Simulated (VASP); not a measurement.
The system is SiO2.

```
Si O
1.0
    -4.47204    4.47204    2.61177
     4.47204   -4.47204    2.61177
     4.47204    4.47204   -2.61177
Si O
4 8
Direct
  0.82311 0.82311 0.64622
  0.17689 0.82311 0.00000
  0.82311 0.17689 0.00000
  0.17689 0.17689 0.35378
  0.00000 0.79145 0.79145
  0.20855 0.00000 0.20855
  0.79145 0.00000 0.79145
  0.00000 0.20855 0.20855
  0.00000 0.00000 0.50000
  0.50000 0.00000 0.00000
  0.00000 0.50000 0.00000
  0.50000 0.50000 0.50000
```

| Property | Result |
| --- | --- |
| Program | VASP 6.6.1 |
| Task | relaxation of cell and atoms |
| Functional | PBE |
| Dispersion | D4 |
| Potentials or basis | VASP PAW PBE potentials, release 64 (Si, O) |
| Cutoff | 600 eV |
| k mesh | 6 × 6 × 6 |
| Occupations | fermi-dirac, width 0.05 eV |
| Spin | no spin polarisation |

At the start: pressure 3.2 GPa; volume 17.41 Å³/atom.

Task: How do energy, volume and symmetry change on relaxing?

Result: Over 9 steps the energy falls by 3.9 meV/atom and the volume is 17.78 Å³/atom (+2.1 %); space group I4/mmm (No. 139, to 0.1 Å) before and after.

Step by step:
```tsv
step	energy change (eV)	largest force (eV/Å)	pressure (GPa)	volume (Å³)
1	0.0000	0.1917	3.20	208.93
2	0.0333	0.1821	-3.95	219.62
3	-0.0462	0.0227	-0.03	213.49
4	-0.0462	0.0257	0.04	213.40
5	-0.0463	0.0689	0.03	213.39
6	-0.0463	0.0374	0.03	213.39
7	-0.0465	0.0215	-0.02	213.43
8	-0.0466	0.0055	-0.10	213.50
9	-0.0467	0.0029	-0.01	213.33
```

Final structure:
```cif
data_structure
_symmetry_space_group_name_H-M 'P 1'
_symmetry_Int_Tables_number 1
_cell_length_a 6.8863
_cell_length_b 6.8863
_cell_length_c 6.8863
_cell_angle_alpha 98.420
_cell_angle_beta 98.420
_cell_angle_gamma 135.002
_cell_volume 213.33
loop_
_atom_site_label
_atom_site_type_symbol
_atom_site_fract_x
_atom_site_fract_y
_atom_site_fract_z
_atom_site_occupancy
Si1 Si 0.82290 0.82290 0.64581 1
Si2 Si 0.17710 0.82290 0.00000 1
Si3 Si 0.82290 0.17710 0.00000 1
Si4 Si 0.17710 0.17710 0.35419 1
O1 O 0.00000 0.79051 0.79051 1
O2 O 0.20949 0.00000 0.20949 1
O3 O 0.79051 0.00000 0.79051 1
O4 O 0.00000 0.20949 0.20949 1
O5 O 0.00000 0.00000 0.50000 1
O6 O 0.50000 0.00000 0.00000 1
O7 O 0.00000 0.50000 0.00000 1
O8 O 0.50000 0.50000 0.50000 1
```
